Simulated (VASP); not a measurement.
CaOsO3: single point with LDA

The system is CaOsO3.

```
Ca Os O
1.0
     3.95216    0.09880    0.00000
     0.09880    3.95216    0.00000
     0.00000    0.00000    3.95216
Ca Os O
1 1 3
Direct
  0.00000 0.00000 0.00000
  0.50000 0.50000 0.50000
  0.50000 0.50000 0.00000
  0.50000 0.00000 0.50000
  0.00000 0.50000 0.50000
```

```
Program                : VASP 6.6.1
Task                   : single point
Functional             : LDA
Potentials or basis    : VASP PAW LDA potentials, release 64 (Ca_sv, Os, O)
Cutoff                 : 520 eV
k mesh                 : 9 × 9 × 9
Occupations            : fermi-dirac, width 0.15 eV
Spin                   : no spin polarisation
Dipole correction      : no
Further INCAR settings : ALGO = Normal; EDIFF = 1e-06; NBANDS = 26
```

| Quantity | Value |
| --- | --- |
| Pressure | -11.9 GPa |
| Band gap on the k mesh | zero (band 18 reaches 6.57 eV, above the bottom of band 19 at 2.76 eV) |

Stress tensor (GPa, compression positive):
```
-11.89  -1.34   0.00
 -1.34 -11.89   0.00
  0.00   0.00 -11.93
```

Levels at points of the mesh, in eV from the Fermi level:
```
           k point  band 16  band 17  band 18  band 19  band 20  band 21
(0.00, 0.00, 0.00)    -3.43    -3.05    -3.03    -2.99     0.44     0.44
```

It took 5 min on 1 thread of AMD EPYC 7R13, with other jobs on the host, peak memory 0.28 GiB.

Caveat: spin-orbit coupling is left out, which moves the levels of the heavy elements.
